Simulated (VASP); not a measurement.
A run of VASP 6.6.1 is set up as follows.

The input INCAR:

```
PREC = Accurate
ENCUT = 520
EDIFF = 1E-6
ISMEAR = 0
SIGMA = 0.05
LREAL = F
LASPH = T
NELM = 150
ALGO = Normal
ISIF = 2
LWAVE = F
LCHARG = F
ISPIN = 2
MAGMOM = 7.66 -0.15
LORBIT = 11
LMAXMIX = 6
LDAU = T
LDAUTYPE = 2
LDAUL = 3 -1
LDAUU = 6 0
LDAUJ = 0 0
LDAUPRINT = 1
GGA = PE
NBANDS = 22
```

File KPOINTS:

```
Automatic mesh
0
Gamma
  10 10 10
```

The input POSCAR:

```
GdN
1.0
    0.0000000000      2.5818531230      2.5818531230
    2.5818531230      0.0000000000      2.5818531230
    2.5818531230      2.5818531230      0.0000000000
Gd N
1 1
Direct
    0.5000000000      0.5000000000      0.5000000000
    0.0000000000      0.0000000000      0.0000000000
```

Potentials or basis: VASP PAW PBE potentials, release 64 (Gd, N).

Run with:

```sh
$ cat potpaw_PBE.64/Gd/POTCAR potpaw_PBE.64/N/POTCAR > POTCAR
$ mpirun -np 1 vasp_std > vasp.out
```

Q: Estimate the site moments.

A: Gd +6.87; N -0.11 μB.

Q: Predict the band gap on the k mesh.

A: Zero (filled and empty bands overlap).

Q: What does it give for the net moment?

A: 7.00 μB per cell.

Eigenvalues of the final occupation matrices:
```csv
site,spin,trace,eigenvalues
site 1 f,1,6.94,0.99 0.99 0.99 0.99 0.99 0.99 0.99
site 1 f,2,0.04,0.00 0.00 0.00 0.00 0.01 0.01 0.01
```

Caveat: the cell stands under tension; spin-orbit coupling is left out, which moves the levels of the heavy elements; a cell with one magnetic atom can't hold antiferromagnetic order, which such compounds often take. The state reached can hang on the start; a lower one may exist.
